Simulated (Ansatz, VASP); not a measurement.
# TaCuBi2: VASP beside Ansatz

Contents of INCAR:

```
  PREC = Accurate
  ENCUT = 520
  EDIFF = 1E-6
  ISMEAR = -1
  SIGMA = 0.1
  LREAL = F
  LASPH = T
  NELM = 100
  ALGO = Normal
  ISIF = 2
  LWAVE = F
  LCHARG = F
  GGA = PE
  NBANDS = 34
```

File KPOINTS:

```
Automatic mesh
0
Gamma
  10 10 10
```

The input POSCAR:

```
TaCuBi2
1.0
    3.9889290000      0.0000000000      0.0000000000
   -1.9944650000      3.4545190000      0.0000000000
    0.0000000000     -2.3030090000      7.3936000000
Ta Cu Bi
1 1 2
Direct
    0.5000000000      0.0000000000      0.5000000000
    0.0000000000      0.0000000000      0.0000000000
    0.1190000000      0.2380000000      0.3570000000
    0.8810000000      0.7620000000      0.6430000000
```

Input for Ansatz:

```yaml
crystal:
  lattice:
    - [3.988929, 0.0, 0.0]
    - [-1.994465, 3.454519, 0.0]
    - [0.0, -2.303009, 7.3936]
  atoms:
    - { symbol: Ta, position: [0.5, 0.0, 0.5] }
    - { symbol: Cu, position: [0.0, 0.0, 0.0] }
    - { symbol: Bi, position: [0.119, 0.238, 0.357] }
    - { symbol: Bi, position: [0.881, 0.762, 0.643] }
  symmetry: { tolerance: 0.0003 }
kpoints:
  mp_grid: { grid: [10, 10, 10], shift: [0, 0, 0] }
  band_path:
    path:
      - [0.0, 0.0, 0.0]
      - [0.0, 0.0, 0.5]
      - [0.63432526, -0.31716263, 0.5]
      - [0.68283737, -0.36567474, 0.18283737]
      - [0.5, 0.0, 0.0]
      - [0.0, 0.0, 0.0]
      - [0.68283737, -0.34141868, 0.0]
      - [0.65858132, -0.34141868, 0.34141868]
      - [0.5, -0.5, 0.5]
      - [0.0, 0.0, 0.0]
    npoints: 6
magnetization:
  spin_polarized: false
scf:
  occupations: { method: fermi_dirac }
  lower_state_search: "off"
  max_iter: 200
hamiltonian:
  pseudopotentials: { kind: paw }
  xc: pbe
basis:
  ecutwfc: 420
  fft_grid_basis: typed
output:
  forces: true
  stress: true
  eigenvalues: true
  bader: true
  populations: true
  elf: true
  write_potential: true
  volumetric_format: npy
  dos:
    e_range: [-12, 8]
    de: 0.05
    projected: { site_lists: { Bi: [Bi], Cu: [Cu], Ta: [Ta] } }
checkpoint:
  read: saved_state
```

Alike in both runs: task single point; functional PBE; k mesh 10 × 10 × 10; no spin polarisation.

```csv
,VASP,Ansatz
version,VASP 6.6.1,Ansatz 0.2.0
potentials or method,"VASP PAW PBE potentials, release 64 (Ta_pv, Cu, Bi_d), cutoff 520 eV",PAW plane waves
occupations,"fermi-dirac, width 0.1 eV",fermi-dirac
valence electrons in the cell,52,62
```

```csv
,VASP,Ansatz,Ansatz less VASP
rms of the force components (eV/Å),3.412,3.407,-0.0049
```

Atom by atom the forces differ by 0.005 eV/Å (rms over components). VASP's potentials hold 52 valence electrons a cell and Ansatz's 62, so a difference there can come from the potentials and not from the codes. Ansatz's warnings: structure snapped to symmetry.

Spin-orbit coupling is off throughout.
